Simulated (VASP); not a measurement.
Runs of VASP 6.6.1 on Bi. The structure is that of space group Pm-3m (No. 221), or close to it. The cells are those of the table. This isn't the form of Bi at room conditions, which is rhombohedral.

| cell | gap on the mesh (eV) | pressure (GPa) |
| --- | --- | --- |
| a = 3.321 Å, 1 atom | none | -1.7 |
| a = 3.277 Å, 1 atom | none | (b) |
| a = 3.188 Å, 1 atom | none | (a) |
| a = 3.233 Å, 1 atom | none | 2.0 |
| a = 3.141 Å, 1 atom | none | 7.8 |
| a = 3.404 Å, 1 atom | none | -4.0 |
| a = 3.363 Å, 1 atom | none | -3.0 |

Alike in all rows: task single point; level PBE; potentials or basis VASP PAW PBE potentials, release 64 (Bi_d); no spin polarisation; k mesh 16 × 16 × 16; cutoff (eV) 520; smearing fermi-dirac 0.1 eV.

Question: Fill in the values left out.

Answer: (a) 4.5; (b) -0.1.

Caveats: spin-orbit coupling is left out, which moves the levels of the heavy elements; the cell stands under pressure (at least some runs); the cell stands under tension (at least some runs).

A k mesh can miss the band edges, and the runs leave out spin-orbit coupling on Bi.

A gap of «none» marks levels without a gap at the run's occupations.
